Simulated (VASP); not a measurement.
**Ag: relaxation of cell and atoms with PBEsol**

The system is Ag.

```xyz
1
Lattice="0.0000 2.0428 2.0428 2.0428 0.0000 2.0428 2.0428 2.0428 0.0000" Properties=species:S:1:pos:R:3 pbc="T T T"
Ag    0.0000    0.0000    0.0000
```

```
Program                : VASP 6.6.1
Task                   : relaxation of cell and atoms
Functional             : PBEsol
Potentials or basis    : VASP PAW PBE potentials, release 64 (Ag)
Cutoff                 : 600 eV
k mesh                 : 16 × 16 × 16
Occupations            : fermi-dirac, width 0.1 eV
Spin                   : no spin polarisation
Dipole correction      : no
Further INCAR settings : ALGO = Normal; EDIFF = 1e-06; IBRION = 2; EDIFFG = -0.005; NSW = 60; ISIF = 3
```

```
Relaxed volume                        : 16.63 Å³/atom
Relaxed cell                          : a = 2.865 Å, b = 2.865 Å, c = 2.865 Å, α = 60.00°, β = 60.00°, γ = 60.00°
Space group after relaxing (to 0.1 Å) : Fm-3m (No. 225)
Energy gained by relaxing             : 3.8 meV/atom
Ionic steps                           : 3
Pressure after relaxing               : 0.0 GPa
Band gap on the k mesh                : zero (an odd number of electrons rules out a gap without spin polarisation)
```

The path:
| step | energy change (eV) | largest force (eV/Å) | pressure (GPa) | volume (Å³) |
| --- | --- | --- | --- | --- |
| 1 | 0.0000 | 0.0000 | -2.77 | 17.05 |
| 2 | -0.0017 | 0.0000 | 2.28 | 16.33 |
| 3 | -0.0038 | 0.0000 | -0.01 | 16.63 |

Final structure:
```xyz
1
Lattice="0.0000 2.0259 2.0259 2.0259 0.0000 2.0259 2.0259 2.0259 0.0000" Properties=species:S:1:pos:R:3 pbc="T T T"
Ag    0.0000    0.0000    0.0000
```

Levels at points of the mesh, in eV from the Fermi level:
| k point | band 4 | band 5 | band 6 | band 7 | band 8 | band 9 |
| --- | --- | --- | --- | --- | --- | --- |
| (0.00, 0.00, 0.00) | -4.81 | -3.72 | -3.72 | 16.09 | 19.81 | 19.81 |
| (0.50, 0.00, 0.00) | -2.88 | -2.88 | -0.48 | 3.77 | 15.32 | 18.12 |
| (0.50, 0.50, 0.00) | -2.67 | -2.67 | 1.57 | 6.96 | 10.78 | 10.78 |

It took 35 s on 1 thread of Intel Xeon 8259CL, on a shared host, peak memory 0.17 GiB.

Caveat: the PAW data sets were made with another functional, which shifts forces and pressure a little.
